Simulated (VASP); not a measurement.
Wanted: the native input for a VASP 6.6.1 run.

```yaml
Task: single point
Functional: PBE
Potentials_or_basis: VASP PAW PBE potentials, release 64 (Cu, Ru_pv)
Cutoff: 520 eV
k_mesh: 6 × 6 × 2
Occupations: gaussian, width 0.1 eV
Spin: no spin polarisation
Dipole_correction: no
Further_INCAR_settings: ALGO = Normal; EDIFF = 1e-06; NBANDS = 42
```

The structure of CuRu4 lies in POSCAR:

```
CuRu4
1.0
    2.7064430125      0.0000000000      0.0000000000
   -1.3532215062      2.3438484027      0.0000000000
    0.0000000000      0.0000000000     10.7197273693
Cu Ru
1 4
Direct
    0.0000000000      0.0000000000      0.0000000000
    0.3333333333      0.6666666667      0.7974995237
    0.3333333333      0.6666666667      0.4015010349
    0.6666666667      0.3333333333      0.2025004763
    0.6666666667      0.3333333333      0.5984989651
```

These files were run (other wordings do the same):

INCAR

```
SYSTEM = CuRu4
ALGO = Normal ; EDIFF = 1E-6
ENCUT = 520 ; GGA = PE
ISIF = 2 ; ISMEAR = 0
LASPH = .True. ; LCHARG = .False.
LREAL = .False. ; LWAVE = .False.
NBANDS = 42 ; NELM = 100
PREC = Accurate ; SIGMA = 0.1
```

KPOINTS

```
k-points
0
Gamma
  6 6 2
  0 0 0
```

Potentials or basis: VASP PAW PBE potentials, release 64 (Cu, Ru_pv).

Run with:

```sh
$ cat potpaw_PBE.64/Cu/POTCAR potpaw_PBE.64/Ru_pv/POTCAR > POTCAR
$ mpirun -np 1 vasp_std > vasp.out
```

It gave:

* Pressure: -0.1 GPa
* Largest force: 0.054 eV/Å

Caveat: the k points lie up to 0.45 Å⁻¹ apart.

Run time: 33 s on 1 thread of AMD EPYC 9R45 96-Core Processor (Zen 5), with other jobs on the host, peak memory 0.16 GiB.
